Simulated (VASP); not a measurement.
Set up this calculation in VASP 6.6.1, as the native input.

```yaml
Task: single point
Functional: PBE
Potentials_or_basis: VASP PAW PBE potentials, release 64 (Ge_d, P, Pd)
Cutoff: 520 eV
k_mesh: 4 × 4 × 4
Occupations: gaussian, width 0.1 eV
Spin: no spin polarisation
Dipole_correction: no
Further_INCAR_settings: ALGO = Normal; EDIFF = 1e-06; NBANDS = 32
```

The structure of GePPd3 lies in POSCAR:

```
GePPd3
1.0
    4.1920817274      0.0000000000      0.0000000000
    0.0000000000      4.1920817274      0.0000000000
    0.0000000000      0.0000000000      4.1920817274
Ge P Pd
1 1 3
Direct
    0.5000000000      0.5000000000      0.5000000000
    0.0000000000      0.0000000000      0.0000000000
    0.0000000000      0.5000000000      0.5000000000
    0.5000000000      0.0000000000      0.5000000000
    0.5000000000      0.5000000000      0.0000000000
```

These files were run (other wordings do the same):

INCAR

```
ALGO = Normal
EDIFF = 1E-6
ENCUT = 520
GGA = PE
ISIF = 2
ISMEAR = 0
LASPH = T
LCHARG = F
LREAL = F
LWAVE = F
NBANDS = 32
NELM = 100
PREC = Accurate
SIGMA = 0.1
```

KPOINTS

```
k-points
0
Gamma
  4 4 4
```

Potentials or basis: VASP PAW PBE potentials, release 64 (Ge_d, P, Pd).

Command:

```sh
$ cat potpaw_PBE.64/Ge_d/POTCAR potpaw_PBE.64/P/POTCAR potpaw_PBE.64/Pd/POTCAR > POTCAR
$ mpirun -np 1 vasp_std > vasp.out
```

It gave:

* Pressure: 56.5 GPa
* Band gap on the k mesh: zero (an odd number of electrons rules out a gap without spin polarisation)

Caveat: the k points lie up to 0.37 Å⁻¹ apart, too coarse for converged energies and pressures of a metal.

It took 34 s on 1 thread of Intel Xeon 8259CL (shared host), peak memory 0.19 GiB.
